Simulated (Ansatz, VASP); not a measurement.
**CdSe: VASP beside Ansatz**

```
CELL_PARAMETERS angstrom
0.00000 2.72555 2.72555
2.72555 0.00000 2.72555
2.72555 2.72555 0.00000
ATOMIC_POSITIONS crystal
Cd 0.00000 0.00000 0.00000
Se 0.25000 0.25000 0.25000
```

Change from the starting cell: volume scaled by 0.72, LAPW.

Alike in both runs: task single point; functional PBEsol; k mesh 11 × 11 × 11; occupations fermi-dirac, width 0.08 eV; no spin polarisation.

|  | VASP | Ansatz |
| --- | --- | --- |
| version | VASP 6.6.1 | Ansatz 0.2.0 |
| potentials or method | VASP PAW PBE potentials, release 64 (Cd, Se), cutoff 520 eV | all-electron LAPW, scalar-relativistic |

Ansatz gave:

| Quantity | Value |
| --- | --- |
| pressure (GPa) | 37.0 |

**Question.** Which values does VASP return?

**Answer.** Pressure (GPa): 38.3.

VASP's potentials were made for PBE, not for PBEsol. Both programs put the cell under a high pressure, so it lies far from rest at this level. Ansatz ran all-electron here, and VASP with PAW potentials.
